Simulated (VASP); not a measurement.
Wanted: the native input for a VASP 6.6.1 run.

```yaml
Task: relaxation of the atoms
Functional: LDA
Potentials_or_basis: VASP PAW LDA potentials, release 64 (Te, Mo_sv)
Cutoff: 450 eV
k_mesh: 12 × 12 × 2
Occupations: gaussian, width 0.02 eV
Spin: no spin polarisation
Dipole_correction: no
Further_INCAR_settings: ALGO = Normal; EDIFF = 1e-07; IBRION = 2; EDIFFG = -0.008; NSW = 60
```

The structure of Te2Mo lies in POSCAR:

```
Te2Mo
1.0
    3.4665480208      0.0000000000      0.0000000000
   -1.7332740104      3.0021186495      0.0000000000
    0.0000000000      0.0000000000     18.3082028371
Te Mo
2 1
Direct
    0.3333333333      0.6666666667      0.9005062624
    0.3333333333      0.6666666667      0.0994937376
    0.0000000000      0.0000000000      0.0000000000
```

This cell differs from its parent crystal: strain along c alone, the other axes held: +4.5 %.

The input as run:

INCAR

```
  ALGO = Normal
  EDIFF = 1E-7
  EDIFFG = -0.008
  ENCUT = 450
  GGA_COMPAT = F
  IBRION = 2
  ISIF = 2
  ISMEAR = 0
  LASPH = T
  LCHARG = F
  LREAL = F
  LWAVE = F
  NELM = 120
  NELMIN = 4
  NSW = 60
  PREC = Accurate
  SIGMA = 0.02
```

KPOINTS

```
k-points
0
Gamma
  12 12 2
```

Potentials or basis: VASP PAW LDA potentials, release 64 (Te, Mo_sv).

Command:

```bash
$ cat potpaw_LDA.64/Te/POTCAR potpaw_LDA.64/Mo_sv/POTCAR > POTCAR
$ mpirun -np 1 vasp_std > vasp.out
```

It gave:

* Energy gained by relaxing: 2.4 meV/atom
* Ionic steps: 3
* Band gap on the k mesh: 1.25 eV

Caveat: the cell differs from its parent crystal (strain along c alone, the other axes held: +4.5 %); spin-orbit coupling is left out, which moves the levels of the heavy elements.

Run time: 110 s on 1 thread of Intel(R) Xeon(R) Platinum 8488C (Sapphire Rapids) (shared host), peak memory 0.28 GiB.
